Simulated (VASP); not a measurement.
# AgCl (I4/mmm) in VASP: notebook, part 2 of 2

VASP 6.6.1. Earlier steps stand in the parts before.

**4. Single point, PBEsol (strain +0.015 along x and y, +0.000 along z)**

The input, INCAR:

```
PREC = Accurate
ENCUT = 520
EDIFF = 1E-6
ISMEAR = 0
SIGMA = 0.05
LREAL = F
LASPH = T
NELM = 80
ALGO = Normal
ISIF = 2
LWAVE = F
LCHARG = F
GGA = PS
NBANDS = 16
```

The input, KPOINTS:

```
Automatic mesh
0
Gamma
  8 8 8
```

The input, POSCAR:

```
AgCl
1.0
    0.0000000000      2.8147472500      2.7731500000
    2.8147472500      0.0000000000      2.7731500000
    2.8147472500      2.8147472500      0.0000000000
Ag Cl
1 1
Direct
    0.5000000000      0.5000000000      0.5000000000
    0.0000000000      0.0000000000      0.0000000000
```

Potentials or basis: VASP PAW PBE potentials, release 64 (Ag, Cl).

Run with:

```console
$ cat potpaw_PBE.64/Ag/POTCAR potpaw_PBE.64/Cl/POTCAR > POTCAR
$ mpirun -np 1 vasp_std > vasp.out
```

OUTCAR:

```text
PREC = Accurate
   ENCUT = 520
   EDIFF = 1E-6
   ISMEAR = 0
   LREAL = F
   LASPH = T
   NELM = 80
   ISIF = 2
   GGA = PS

 ion  position               nearest neighbor table
   1  0.500  0.500  0.500-   2 2.77   2 2.77   2 2.81   2 2.81   2 2.81   2 2.81
   2  0.000  0.000  0.000-   1 2.77   1 2.77   1 2.81   1 2.81   1 2.81   1 2.81

  LATTYP: Found a body centered tetragonal cell.
 ALAT       =     3.9806537356
 C/A-ratio  =     1.3933138546

  Lattice vectors:

 A1 = (   0.0000000000,  -2.8147472500,  -2.7731500000)
 A2 = (   0.0000000000,   2.8147472500,  -2.7731500000)
 A3 = (   2.8147472500,   0.0000000000,   2.7731500000)

Analysis of symmetry for initial positions (statically):
=====================================================================
 Subroutine PRICEL returns:
 Original cell was already a primitive cell.

 Routine SETGRP: Setting up the symmetry group for a
 body centered tetragonal supercell.

 Subroutine GETGRP returns: Found 16 space group operations
 (whereof 16 operations were pure point group operations)
 out of a pool of 16 trial point group operations.

[... 157 lines left out ...]
  ext. energy  EPLUGINS =         0.00000000
  ---------------------------------------------------
  free energy    TOTEN  =        -6.01501132 eV

  energy without entropy =       -6.01501132  energy(sigma->0) =       -6.01501132

 E-fermi :   3.6072     XC(G=0): -10.0602

 val. band max:        3.3853328267   @ k =   0.5000   0.0000   0.0000
 cond. band min:       4.0835163962   @ k =   0.0000   0.0000   0.0000
 fundamental gap:      0.6981835695
 Fermi energy:         3.6072395815

 k-point     1 :       0.0000    0.0000    0.0000
  band No.  band energies     occupation
      1     -11.6054      2.00000
      2       0.9724      2.00000
      3       0.9724      2.00000
      4       1.0072      2.00000
      5       1.0189      2.00000
      6       1.0236      2.00000
[... 433 lines left out ...]
      3      -0.4534      2.00000
      4      -0.2941      2.00000
      5       1.1397      2.00000
      6       1.3021      2.00000
[... 8 lines left out ...]
     15      16.9826      0.00000
     16      17.0964      0.00000

 [... further k-points ...]
[... 5 lines left out ...]
  --------------------------------------------------------------------------------------
  -------------------------------------------------------------------------------------
  Total       -1.0662711     -1.0662711     -1.0447750      0.0000000      0.0000000     -0.0000000
  in kB      -38.8772968    -38.8772968    -38.0935282      0.0000000      0.0000000     -0.0000000
  external PRESSURE =     -38.6160406 kB  Pullay stress =       0.0000000 kB

 VOLUME and BASIS-vectors are now :
 -----------------------------------------------------------------------------
  energy-cutoff  :      520.00
  volume of cell :       43.94
      direct lattice vectors                 reciprocal lattice vectors
     0.000000000  2.814747250  2.773150000    -0.177635843  0.177635843  0.180300380
     2.814747250  0.000000000  2.773150000     0.177635843 -0.177635843  0.180300380
     2.814747250  2.814747250  0.000000000     0.177635843  0.177635843 -0.180300380

 POSITION                                       TOTAL-FORCE (eV/Angst)
 -----------------------------------------------------------------------------------
      2.81475      2.81475      2.77315        -0.000000      0.000000      0.000000
      0.00000      0.00000      0.00000         0.000000     -0.000000     -0.000000
 -----------------------------------------------------------------------------------
    total drift:                                0.000000      0.000000      0.000000

  FREE ENERGIE OF THE ION-ELECTRON SYSTEM (eV)
  ---------------------------------------------------
  free  energy   TOTEN  =        -6.0150113213 eV

  energy  without entropy=       -6.0150113213  energy(sigma->0) =       -6.01501132
```

stdout:

```text
POSCAR found type information on POSCAR AgCl
 POSCAR found :  2 types and       2 ions
 scaLAPACK will be used
 -----------------------------------------------------------------------------
|                                                                             |
|                                                                             |
|     You enforced a specific xc type in the INCAR file but a different       |
|     I HOPE YOU KNOW WHAT YOU ARE DOING!                                     |
|                                                                             |
 -----------------------------------------------------------------------------

 LDA part: xc-table for (Slater+PW92), standard interpolation
 POSCAR, INCAR and KPOINTS ok, starting setup
 FFT: planning ... GRIDC
 FFT: planning ... GRID_SOFT
 FFT: planning ... GRID
 WAVECAR not read
 entering main loop
```

It took 15 s on 1 thread of Intel Xeon 6975P-C (Granite Rapids), shared host; peak memory 0.19 GiB.

What came out:

- Free energy: -6.0150 eV
- Pressure: -3.9 GPa
- Band gap on the k mesh: 0.70 eV, indirect (least direct gap 2.94 eV)

Stress tensor (GPa, compression positive):
```
-3.89  0.00  0.00
 0.00 -3.89  0.00
 0.00  0.00 -3.81
```

Levels at points of the mesh, in eV from the valence-band top:
```tsv
k point	band 5	band 6	band 7	band 8	band 9	band 10	band 11	band 12	band 13	band 14
(0.00, 0.00, 0.00)	-2.37	-2.36	-2.29	-2.24	-2.24	0.70	10.70	10.70	10.74	12.08
(0.50, 0.00, 0.00)	-2.06	-2.05	-1.75	-0.09	0.00	4.07	6.24	7.47	7.61	13.18
(0.50, 0.50, 0.00)	-2.70	-2.17	-1.94	-1.94	-1.87	2.24	7.79	8.42	11.08	11.08
(0.50, 0.00, 0.50)	-2.72	-2.19	-1.94	-1.93	-1.88	2.25	7.88	8.27	11.08	11.31
```

Caveat: the cell differs from its parent crystal (strain +0.015 along x and y, +0.000 along z); the PAW data sets were made with another functional, which shifts forces and pressure a little. A k mesh can miss the band edges.

**5. Single point, PBEsol (strain +0.030 along x and y, +0.000 along z)**

The input, INCAR:

```
ALGO = Normal
EDIFF = 1E-7
ENCUT = 520
GGA = PS
ISIF = 2
ISMEAR = 0
LASPH = True
LCHARG = False
LREAL = False
LWAVE = False
NBANDS = 16
NELM = 100
PREC = Accurate
SIGMA = 0.05
```

The input, KPOINTS:

```
k-points
0
Gamma
  8 8 8
```

The input, POSCAR:

```
AgCl
1.0
    0.0000000000      2.8563445000      2.7731500000
    2.8563445000      0.0000000000      2.7731500000
    2.8563445000      2.8563445000      0.0000000000
Ag Cl
1 1
Direct
    0.5000000000      0.5000000000      0.5000000000
    0.0000000000      0.0000000000      0.0000000000
```

Run with:

```console
$ cat potpaw_PBE.64/Ag/POTCAR potpaw_PBE.64/Cl/POTCAR > POTCAR
$ mpirun -np 1 vasp_std > vasp.out
```

It took 17 s on 1 thread of Intel Xeon 6975P-C (Granite Rapids), shared host; peak memory 0.19 GiB.

It converged, with:

| Item | Value |
| --- | --- |
| Free energy | -5.9802 eV |
| Pressure | -4.8 GPa |
| Band gap on the k mesh | 0.68 eV, indirect (least direct gap 2.82 eV) |

Levels at points of the mesh, in eV from the valence-band top:
| k point | band 6 | band 7 | band 8 | band 9 | band 10 | band 11 | band 12 | band 13 |
| --- | --- | --- | --- | --- | --- | --- | --- | --- |
| (0.00, 0.00, 0.00) | -2.29 | -2.25 | -2.15 | -2.15 | 0.68 | 10.66 | 10.66 | 10.74 |
| (0.50, 0.00, 0.00) | -2.00 | -1.72 | -0.17 | 0.00 | 4.10 | 6.06 | 7.41 | 7.70 |
| (0.50, 0.50, 0.00) | -2.10 | -1.91 | -1.91 | -1.85 | 2.24 | 7.73 | 8.38 | 10.83 |
| (0.50, 0.00, 0.50) | -2.14 | -1.91 | -1.90 | -1.86 | 2.26 | 7.91 | 8.09 | 10.84 |

Caveat: the cell differs from its parent crystal (strain +0.030 along x and y, +0.000 along z); the PAW data sets were made with another functional, which shifts forces and pressure a little. A k mesh can miss the band edges.

**6. Single point, PBEsol (strain +0.015 along x and y, +0.030 along z)**

INCAR is that of step 5.

KPOINTS is that of step 5.

The input, POSCAR:

```
AgCl
1.0
    0.0000000000      2.8147472500      2.8563445000
    2.8147472500      0.0000000000      2.8563445000
    2.8147472500      2.8147472500      0.0000000000
Ag Cl
1 1
Direct
    0.5000000000      0.5000000000      0.5000000000
    0.0000000000      0.0000000000      0.0000000000
```

Potentials or basis: VASP PAW PBE potentials, release 64 (Ag, Cl).

Run with:

```console
$ cat potpaw_PBE.64/Ag/POTCAR potpaw_PBE.64/Cl/POTCAR > POTCAR
$ mpirun -np 1 vasp_std > vasp.out
```

Wall time 17 s (1 thread of Intel Xeon 6975P-C (Granite Rapids), shared host); peak memory 0.19 GiB.

Results (log left out):

```yaml
Free_energy: -5.9798 eV
Pressure: -4.8 GPa
Band_gap_on_the_k_mesh: 0.71 eV, indirect (least direct gap 2.82 eV)
```

Levels at points of the mesh, in eV from the valence-band top:
| k point | band 7 | band 8 | band 9 | band 10 | band 11 | band 12 |
| --- | --- | --- | --- | --- | --- | --- |
| (0.00, 0.00, 0.00) | -2.15 | -2.15 | -2.10 | 0.71 | 10.69 | 10.74 |
| (0.50, 0.00, 0.00) | -1.68 | -0.09 | 0.00 | 4.15 | 6.09 | 7.52 |
| (0.50, 0.50, 0.00) | -1.86 | -1.86 | -1.82 | 2.29 | 7.95 | 8.13 |
| (0.50, 0.00, 0.50) | -1.87 | -1.86 | -1.81 | 2.29 | 7.86 | 8.28 |

Caveat: the cell differs from its parent crystal (strain +0.015 along x and y, +0.030 along z); the PAW data sets were made with another functional, which shifts forces and pressure a little. A k mesh can miss the band edges.

**7. The runs side by side**

```csv
cell,gap on the mesh (eV),pressure (GPa)
"a = 3.922, b = 3.922, c = 3.981 Å, angles 59.5, 59.5, 61.0°, 2 atoms",0.65,-3.3
"a = 3.981, b = 3.981, c = 3.922 Å, angles 60.5, 60.5, 59.0°, 2 atoms",0.66,-3.8
"a = 3.951, b = 3.951, c = 3.981 Å, angles 59.8, 59.8, 60.5°, 2 atoms",0.70,-3.9
"a = 3.981, b = 3.981, c = 4.039 Å, angles 59.5, 59.5, 61.0°, 2 atoms",0.68,-4.8
"a = 4.010, b = 4.010, c = 3.981 Å, angles 60.2, 60.2, 59.5°, 2 atoms",0.71,-4.8
```

Alike in all rows: task single point; level PBEsol; potentials or basis VASP PAW PBE potentials, release 64 (Ag, Cl); no spin polarisation; k mesh 8 × 8 × 8; cutoff (eV) 520; smearing gaussian 0.05 eV.

Caveats: the PAW data sets were made with another functional, which shifts forces and pressure a little.

Absolute energies hang on the potentials; compare differences alone.
